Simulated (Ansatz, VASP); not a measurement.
**Two plane-wave programs on AlGa5As6**

```
Al Ga As
1.0
     7.01172    0.00000    0.00000
    -3.50586    6.07233    0.00000
     0.00000    0.00000    6.67048
Al Ga As
1 5 6
Direct
  0.00000 0.00000 0.00051
  0.66667 0.33333 0.00072
  0.33333 0.66667 0.00072
  0.33323 0.00000 0.50121
  0.00000 0.33323 0.50121
  0.66677 0.66677 0.50121
  0.00000 0.00000 0.37378
  0.66667 0.33333 0.37522
  0.33333 0.66667 0.37522
  0.33266 0.00000 0.87540
  0.00000 0.33266 0.87540
  0.66734 0.66734 0.87540
```

Alike in both runs: functional PBE; k mesh 6 × 6 × 6; no spin polarisation.

Ansatz relaxed the structure, and its values are those at the end. VASP's run is a single point on that final structure, the one shown.

|  | VASP | Ansatz |
| --- | --- | --- |
| version | VASP 6.6.1 | Ansatz 0.2.0 |
| potentials or method | VASP PAW PBE potentials, release 64 (Al, Ga_d, As), cutoff 520 eV | scalar-relativistic, plane waves, PAW |
| occupations | gaussian, width 0.01 eV | fixed |
| valence electrons in the cell | 98 | 158 |

|  | VASP | Ansatz | Ansatz less VASP |
| --- | --- | --- | --- |
| gap on the k mesh at the Fermi level (eV) | 0.40 | 0.39 | -0.001 |
| least direct gap on the mesh (eV) | 0.40 | 0.39 | -0.001 |
| pressure (GPa) | 0.2 | 0.0 | -0.16 |

VASP's potentials hold 98 valence electrons a cell and Ansatz's 158, so a difference there can come from the potentials and not from the codes.
